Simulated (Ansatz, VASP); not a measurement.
# Two plane-wave programs on SiC

```
Si C
1.0
     0.00000    2.12024    2.12024
     2.12024    0.00000    2.12024
     2.12024    2.12024    0.00000
Si C
1 1
Cartesian
  0.0000 0.0000 0.0000
  1.0601 1.0601 1.0601
```

Alike in both runs: task single point; functional r2SCAN; k mesh 10 × 10 × 10; no spin polarisation.

|  | VASP | Ansatz |
| --- | --- | --- |
| version | VASP 6.6.1 | Ansatz 0.2.0 |
| potentials or method | VASP PAW PBE potentials, release 64 (Si, C), cutoff 660 eV | scalar-relativistic, plane waves, PAW |
| occupations | gaussian, width 0.01 eV | fixed |
| valence electrons in the cell | 8 | 8 |

|  | VASP | Ansatz | Ansatz less VASP |
| --- | --- | --- | --- |
| gap on the k mesh at the Fermi level (eV) | 1.67 | 1.65 | -0.015 |
| least direct gap on the mesh (eV) | 5.16 | 5.15 | -0.016 |
| pressure (GPa) | 21.0 | 21.5 | +0.49 |

VASP's potentials were made for PBE, not for r2SCAN.
